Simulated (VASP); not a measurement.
# PbSe (P1) in VASP: single point with PBEsol

Aim: the single point of PbSe with PBEsol.

Program: VASP 6.6.1. These are calculated values, not measurements. Logs are shortened: lines on timing, memory, paths and dates and some standing lists are left out, and cuts for length are marked.

## (1) The cell of the first run

The typed cell holds 4 atoms: a = 12.287 Å, b = 4.353 Å, c = 12.234 Å, α = 79.12°, β = 20.42°, γ = 78.72°.

## (2) Single point, PBEsol (atoms moved at random and the cell strained at random)

Input file INCAR:

```
ALGO = Normal ; EDIFF = 1E-6
ENCUT = 520 ; GGA = PS
ISIF = 2 ; ISMEAR = 0
LASPH = True ; LCHARG = False
LREAL = False ; LWAVE = False
NBANDS = 28 ; NELM = 80
PREC = Accurate ; SIGMA = 0.02
```

Input file KPOINTS:

```
k-points
0
Gamma
  6 6 6
```

Input file POSCAR:

```
PbSe
1.0
    0.0300921719     11.8606390911      3.2082425768
    3.0441937078      0.0329252436      3.1118410778
    3.0697852432     11.8421820681      0.1008916365
Pb Se
2 2
Direct
    0.1129351925      0.7890527041      0.2725928031
    0.8649959453      0.2123207528      0.7475753523
    0.6846230796      0.2880877376      0.7071947231
    0.3034499859      0.6765398018      0.3066329182
```

Potentials or basis: VASP PAW PBE potentials, release 64 (Pb_d, Se).

Command:

```sh
cat potpaw_PBE.64/Pb_d/POTCAR potpaw_PBE.64/Se/POTCAR > POTCAR
mpirun -np 1 vasp_std > vasp.out
```

OUTCAR:

```text
EDIFF = 1E-6
   ENCUT = 520
   GGA = PS
   ISIF = 2
   ISMEAR = 0
   LASPH = True
   LREAL = False
   NELM = 80
   PREC = Accurate

 ion  position               nearest neighbor table
   1  0.113  0.789  0.273-   4 2.68   3 2.85   3 2.90   3 3.25   3 3.34   2 3.70   2 3.89
   2  0.865  0.212  0.748-   3 2.64   4 2.81   4 2.99   4 3.13   4 3.41   1 3.70   1 3.89
   3  0.685  0.288  0.707-   2 2.64   1 2.85   1 2.90   1 3.25   1 3.34
   4  0.303  0.677  0.307-   1 2.68   2 2.81   2 2.99   2 3.13   2 3.41

  LATTYP: Found a triclinic cell.
 ALAT       =     4.3469189658
 B/A-ratio  =     1.3995903046
 C/A-ratio  =     2.8036142770
 COS(alpha) =     0.0042219309
 COS(beta)  =     0.1739628669
 COS(gamma) =     0.6987354593

  Lattice vectors:

 A1 = (  -3.0396930713,   0.0184570230,   3.1073509403)
 A2 = (  -6.0838867791,  -0.0144682206,  -0.0044901375)
 A3 = (  -0.0255915354, -11.8092568245,   3.0109494413)

Analysis of symmetry for initial positions (statically):
=====================================================================
 Subroutine PRICEL returns:
 Original cell was already a primitive cell.

 Routine SETGRP: Setting up the symmetry group for a
 triclinic supercell.

 Subroutine GETGRP returns: Found  1 space group operations
 (whereof  1 operations were pure point group operations)
 out of a pool of  2 trial point group operations.

The static configuration has the point symmetry C_1 .

Analysis of symmetry for dynamics (positions and initial velocities):
=====================================================================
 Subroutine PRICEL returns:
 Original cell was already a primitive cell.

 Routine SETGRP: Setting up the symmetry group for a
 triclinic supercell.

 Subroutine GETGRP returns: Found  1 space group operations
 (whereof  1 operations were pure point group operations)
 out of a pool of  2 trial point group operations.

The dynamic configuration has the point symmetry C_1 .

 Subroutine INISYM returns: Found  1 space group operations
 (whereof  1 operations are pure point group operations),
 and found     1 'primitive' translations

----------------------------------------------------------------------------------------

                                     Primitive cell

  volume of cell :     223.8819

  direct lattice vectors                    reciprocal lattice vectors
     0.030092172 11.860639091  3.208242577    -0.164585323  0.041296559  0.160570509
     3.044193708  0.032925244  3.111841078     0.164354338 -0.043976676  0.161036983
     3.069785243 11.842182068  0.100891637     0.164384883  0.043205243 -0.161268508

  length of vectors
    12.286923359  4.353361264 12.234011472     0.233616401  0.234263114  0.234300266

  position of ions in fractional coordinates (direct lattice)
     0.112935192  0.789052704  0.272592803
     0.864995945  0.212320753  0.747575352
     0.684623080  0.288087738  0.707194723
     0.303449986  0.676539802  0.306632918

  ion indices of the primitive-cell ions
   primitive index   ion index
                 1           1
                 2           2
                 3           3
                 4           4

----------------------------------------------------------------------------------------

 KPOINTS: k-points

Automatic generation of k-mesh.
 Grid dimensions read from file:
 generate k-points for:    6    6    6

 Generating k-lattice:

  Cartesian coordinates                     Fractional coordinates (reciprocal lattice)
    -0.027430887  0.006882760  0.026761751     0.166666667  0.000000000 -0.000000000
     0.027392390 -0.007329446  0.026839497     0.000000000  0.166666667 -0.000000000
     0.027397480  0.007200874 -0.026878085     0.000000000 -0.000000000  0.166666667

  Length of vectors
     0.038936067  0.039043852  0.039050044

  Shift w.r.t. Gamma in fractional coordinates (k-lattice)
     0.000000000  0.000000000  0.000000000

 Subroutine IBZKPT returns following result:
 ===========================================

 Found    112 irreducible k-points:

 Following reciprocal coordinates:
            Coordinates               Weight
  0.000000  0.000000  0.000000      1.000000
  0.166667 -0.000000 -0.000000      2.000000
  0.333333  0.000000  0.000000      2.000000
  0.500000  0.000000  0.000000      1.000000
 -0.000000  0.166667 -0.000000      2.000000
  0.166667  0.166667 -0.000000      2.000000
[... 16 lines left out ...]
  0.333333  0.000000  0.166667      2.000000
  0.500000  0.000000  0.166667      2.000000
 [... further k-points ...]
   k-points           NKPTS =    112   k-points in BZ     NKDIM =    112   number of bands    NBANDS=     28
   number of dos      NEDOS =    301   number of ions     NIONS =      4
   total plane-waves  NPLWV = 294912
   dimension x,y,z NGX =    96 NGY =   32 NGZ =   96
   dimension x,y,z NGXF=   192 NGYF=   64 NGZF=  192
   ions per type =               2   2
   NGX,Y,Z   is equivalent  to a cutoff of  12.99, 12.22, 13.05 a.u.
   NGXF,Y,Z  is equivalent  to a cutoff of  25.98, 24.44, 26.09 a.u.
 SYSTEM =  unknown system
   PREC   = accura    normal or accurate (medium, high low for compatibility)
   ISTART =      0    job   : 0-new  1-cont  2-samecut
   ICHARG =      2    charge: 1-file 2-atom 10-const
   ISPIN  =      1    spin polarized calculation?
   LNONCOLLINEAR =      F non collinear calculations
   LSORBIT =      F    spin-orbit coupling
   LASPH  =      T    aspherical Exc in radial PAW
   ENCUT  =  520.0 eV  38.22 Ry    6.18 a.u.  22.85  8.09 22.75*2*pi/ulx,y,z
   NELM   =     80;   NELMIN=  2; NELMDL= -5     # of ELM steps
   EDIFF  = 0.1E-05   stopping-criterion for ELM
   LREAL  =      F    real-space projection
   EDIFFG = 0.1E-04   stopping-criterion for IOM
   NSW    =      0    number of steps for IOM
   IBRION =     -1    ionic relax: 0-MD 1-quasi-New 2-CG
   NFREE  =      0    steps in history (QN), initial steepest desc. (CG)
   ISIF   =      2    stress and relaxation
   ISYM   =      2    0-nonsym 1-usesym 2-fastsym
   POTIM  = 0.5000    time-step for ionic-motion
   TEBEG  =    0.0;   TEEND  =   0.0 temperature during run
   PSTRESS=    0.0 pullay stress
   NELECT =      40.0000    total number of electrons
   NUPDOWN=      -1.0000    fix difference up-down
   EMIN   =  10.00;   EMAX   =-10.00  energy-range for DOS
   EFERMI =   0.00;   METHOD = LEGACY
   ISMEAR =     0;   SIGMA  =   0.02  broadening in eV -4-tet -1-fermi 0-gaus
   EFERMI_NEDOS =   21; number of points for ismear=-14 and -15
   IALGO  =     38    algorithm
   IMIX   =      4    mixing-type and parameters
     AMIX     =   0.40;   BMIX     =  1.00
     AMIX_MAG =   1.60;   BMIX_MAG =  1.00
  volume/ion in A,a.u.               =      55.97       377.71
  Fermi-wavevector in a.u.,A,eV,Ry     =   0.922052  1.742425 11.567388  0.850179
  Thomas-Fermi vector in A             =   2.047536
   LORBIT       =      0    0 simple, 1 ext, 2 COOP (PROOUT), +10 PAW based schemes
   GGA     = PS    functional components
   LHFCALC =     F    Hartree Fock is set to
   AEXX    =    0.0000 exact exchange contribution
   IVDW    =     0    specifies the selected vdW correction
   LEPSILON=     F    determine dielectric tensor
   LRPA    =     F    only Hartree local field effects (RPA)
 non-spin polarized calculation
 Gauss-broadening in eV      SIGMA  =   0.02
  energy-cutoff  :      520.00
  volume of cell :      223.88
 maximum number of plane-waves:      6069
 NGX is ok and might be reduce to    96
   NGX = 45   NGY = 17   NGZ = 45

 number of electron      39.9999996 magnetization

 Free energy of the ion-electron system (eV)
  ---------------------------------------------------
  ext. energy  EPLUGINS =         0.00000000
  ---------------------------------------------------
  free energy    TOTEN  =       -17.11271087 eV

  energy without entropy =      -17.11271087  energy(sigma->0) =      -17.11271087

 E-fermi :   0.0721     XC(G=0):  -5.6637

 val. band max:       -0.0525817670   @ k =   0.0000   0.0000   0.5000
 cond. band min:       1.3489177891   @ k =   0.0000   0.0000   0.5000
 fundamental gap:      1.4014995561
 Fermi energy:         0.0721368541

 k-point     1 :       0.0000    0.0000    0.0000
  band No.  band energies     occupation
      1     -16.4302      2.00000
      2     -16.2690      2.00000
      3     -16.2649      2.00000
      4     -16.2361      2.00000
      5     -16.2267      2.00000
      6     -16.2221      2.00000
[... 20 lines left out ...]
     27       5.8106      0.00000
     28       6.0607      0.00000

 k-point     2 :       0.1667   -0.0000   -0.0000
  band No.  band energies     occupation
      1     -16.4174      2.00000
      2     -16.2733      2.00000
      3     -16.2592      2.00000
      4     -16.2376      2.00000
      5     -16.2304      2.00000
      6     -16.2221      2.00000
[... 20 lines left out ...]
     27       5.4209      0.00000
     28       6.1760      0.00000

 k-point     3 :       0.3333    0.0000    0.0000
  band No.  band energies     occupation
      1     -16.3902      2.00000
      2     -16.2833      2.00000
      3     -16.2518      2.00000
      4     -16.2407      2.00000
      5     -16.2363      2.00000
      6     -16.2238      2.00000
[... 20 lines left out ...]
     27       5.1112      0.00000
     28       6.7843      0.00000

 k-point     4 :       0.5000    0.0000    0.0000
  band No.  band energies     occupation
      1     -16.3754      2.00000
      2     -16.2888      2.00000
      3     -16.2546      2.00000
      4     -16.2391      2.00000
      5     -16.2384      2.00000
      6     -16.2244      2.00000
[... 20 lines left out ...]
     27       5.9134      0.00000
     28       6.3121      0.00000

 k-point     5 :      -0.0000    0.1667   -0.0000
  band No.  band energies     occupation
      1     -16.4171      2.00000
      2     -16.2793      2.00000
      3     -16.2559      2.00000
      4     -16.2409      2.00000
      5     -16.2271      2.00000
      6     -16.2197      2.00000
[... 20 lines left out ...]
     27       5.5683      0.00000
     28       5.8166      0.00000

 k-point     6 :       0.1667    0.1667   -0.0000
  band No.  band energies     occupation
      1     -16.4123      2.00000
      2     -16.2856      2.00000
      3     -16.2530      2.00000
      4     -16.2431      2.00000
      5     -16.2251      2.00000
      6     -16.2225      2.00000
[... 463 lines left out ...]
      5     -16.2304      2.00000
      6     -16.2221      2.00000
[... 20 lines left out ...]
     27       5.4351      0.00000
     28       6.1783      0.00000

 k-point    22 :       0.1667   -0.0000    0.1667
  band No.  band energies     occupation
      1     -16.4302      2.00000
      2     -16.2690      2.00000
      3     -16.2649      2.00000
      4     -16.2361      2.00000
      5     -16.2267      2.00000
      6     -16.2221      2.00000
[... 20 lines left out ...]
     27       5.8059      0.00000
     28       6.0569      0.00000

 k-point    23 :       0.3333    0.0000    0.1667
  band No.  band energies     occupation
      1     -16.4174      2.00000
      2     -16.2733      2.00000
      3     -16.2592      2.00000
      4     -16.2376      2.00000
      5     -16.2304      2.00000
      6     -16.2221      2.00000
[... 20 lines left out ...]
     27       5.3902      0.00000
     28       6.1154      0.00000

 k-point    24 :       0.5000    0.0000    0.1667
  band No.  band energies     occupation
      1     -16.3902      2.00000
      2     -16.2833      2.00000
      3     -16.2518      2.00000
      4     -16.2407      2.00000
      5     -16.2363      2.00000
      6     -16.2238      2.00000
[... 20 lines left out ...]
     27       5.3398      0.00000
     28       6.4502      0.00000

 [... further k-points ...]

------------------------ aborting loop because EDIFF is reached ----------------------------------------

  FORCE on cell =-STRESS in cart. coord.  units (eV):
  Direction    XX          YY          ZZ          XY          YZ          ZX
  --------------------------------------------------------------------------------------
  -------------------------------------------------------------------------------------
  Total        1.5542917      4.6542431      1.2932081      0.0560897     -0.2273501     -0.0044743
  in kB       11.1230585     33.3074022      9.2546520      0.4013980     -1.6269974     -0.0320194
  external PRESSURE =      17.8950376 kB  Pullay stress =       0.0000000 kB

 VOLUME and BASIS-vectors are now :
 -----------------------------------------------------------------------------
  energy-cutoff  :      520.00
  volume of cell :      223.88
      direct lattice vectors                 reciprocal lattice vectors
     0.030092172 11.860639091  3.208242577    -0.164585323  0.041296559  0.160570509
     3.044193708  0.032925244  3.111841078     0.164354338 -0.043976676  0.161036983
     3.069785243 11.842182068  0.100891637     0.164384883  0.043205243 -0.161268508

 POSITION                                       TOTAL-FORCE (eV/Angst)
 -----------------------------------------------------------------------------------
      3.24223      4.59356      2.84523        -0.369271     -0.776929      0.375648
      2.96727     19.11932      3.51125         0.168470      1.159585     -0.513799
      3.06853     16.50428      3.16427         0.361667     -1.002513     -0.300581
      3.00995      7.25259      3.10976        -0.160866      0.619856      0.438732
 -----------------------------------------------------------------------------------
    total drift:                                0.000548     -0.000397      0.000313

  FREE ENERGIE OF THE ION-ELECTRON SYSTEM (eV)
  ---------------------------------------------------
  free  energy   TOTEN  =       -17.1127108746 eV

  energy  without entropy=      -17.1127108746  energy(sigma->0) =      -17.11271087
```

Wall time 17 min (1 thread of Intel Xeon 6975P-C (Granite Rapids), shared host); peak memory 1 GiB.

What came out:

| Item | Value |
| --- | --- |
| Free energy | -17.1127 eV |
| Pressure | 1.8 GPa |
| Largest force | 1.279 eV/Å |
| Band gap on the k mesh | 1.40 eV |

Forces on the atoms (eV/Å):
```
Pb  -0.369 -0.777  0.376
Pb   0.168  1.160 -0.514
Se   0.362 -1.003 -0.301
Se  -0.161  0.620  0.439
```

Caveat: the cell differs from its parent crystal (atoms moved at random and the cell strained at random); the PAW data sets were made with another functional, which shifts forces and pressure a little; spin-orbit coupling is left out, which moves the levels of the heavy elements. A k mesh can miss the band edges.
